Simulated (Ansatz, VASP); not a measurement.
## Two plane-wave programs on In2Te2O

The input INCAR:

```
SYSTEM = In2Te2O
ALGO = Normal
EDIFF = 1E-7
EDIFFG = -0.08
ENCUT = 600
GGA = PE
IBRION = 2
ISIF = 3
ISMEAR = 0
LASPH = .TRUE.
LCHARG = .FALSE.
LREAL = .FALSE.
LWAVE = .FALSE.
NELM = 100
NSW = 36
PREC = Accurate
SIGMA = 0.15
```

Contents of KPOINTS:

```
k-points
0
G
  3 3 1
  0 0 0
```

The input POSCAR:

```
In2Te2O
1.0
    4.1000000000      0.0000000000      0.0000000000
    0.0000000000      4.1000000000      0.0000000000
    0.0000000000      0.0000000000     14.6000000000
In Te O
4 4 2
Direct
    0.5000000000      0.0000000000      0.6300000000
    0.0000000000      0.5000000000      0.9100000000
    0.5000000000      0.0000000000      0.0900000000
    0.0000000000      0.5000000000      0.3700000000
    0.5000000000      0.0000000000      0.8100000000
    0.0000000000      0.5000000000      0.6200000000
    0.0000000000      0.5000000000      0.1900000000
    0.5000000000      0.0000000000      0.3800000000
    0.5000000000      0.5000000000      0.0000000000
    0.0000000000      0.0000000000      0.0000000000
```

Input for Ansatz:

```yaml
crystal:
  lattice:
    - [4.1, 0.0, 0.0]
    - [0.0, 4.1, 0.0]
    - [0.0, 0.0, 14.6]
  atoms:
    - { symbol: In, position: [0.5, 0.0, 0.63] }
    - { symbol: In, position: [0.0, 0.5, 0.91] }
    - { symbol: In, position: [0.5, 0.0, 0.09] }
    - { symbol: In, position: [0.0, 0.5, 0.37] }
    - { symbol: Te, position: [0.5, 0.0, 0.81] }
    - { symbol: Te, position: [0.0, 0.5, 0.62] }
    - { symbol: Te, position: [0.0, 0.5, 0.19] }
    - { symbol: Te, position: [0.5, 0.0, 0.38] }
    - { symbol: O, position: [0.5, 0.5, 0.0] }
    - { symbol: O, position: [0.0, 0.0, 0.0] }
basis:
  ecutwfc: 420
kpoints:
  mp_grid: { grid: [3, 3, 1] }
hamiltonian:
  xc: pbe
scf:
  occupations: { method: gaussian, width: 0.15 }
  lower_state_search: "off"
output:
  forces: true
  stress: true
  eigenvalues: true
relax:
  adjacent_minimum: "off"
  f_tol: 0.08
  max_steps: 16
  cell: { stress_tol: 0.8 }
```

Alike in both runs: task relaxation of cell and atoms; functional PBE; k mesh 3 × 3 × 1; occupations gaussian, width 0.15 eV; no spin polarisation.

```csv
,VASP,Ansatz
version,VASP 6.6.1,Ansatz 0.2.0
potentials or method,"VASP PAW PBE potentials, release 64 (In_d, Te, O), cutoff 600 eV","scalar-relativistic, plane waves, PAW"
valence electrons in the cell,88,128
```

```csv
,VASP,Ansatz,Ansatz less VASP
"gap on the k mesh at the Fermi level, each at its own relaxed structure (eV)",none,none,-
relaxed volume (Å³/atom),25.51,25.59,+0.077
relaxed cell length with the largest relative difference (Å),14.309,14.610,+0.3011
```

A gap of «none» marks a metal or a gap that the smearing closes. VASP's potentials hold 88 valence electrons a cell and Ansatz's 128, so a difference there can come from the potentials and not from the codes.

The k mesh is coarse, so the values compare programs but aren't converged. Spin-orbit coupling is off throughout.
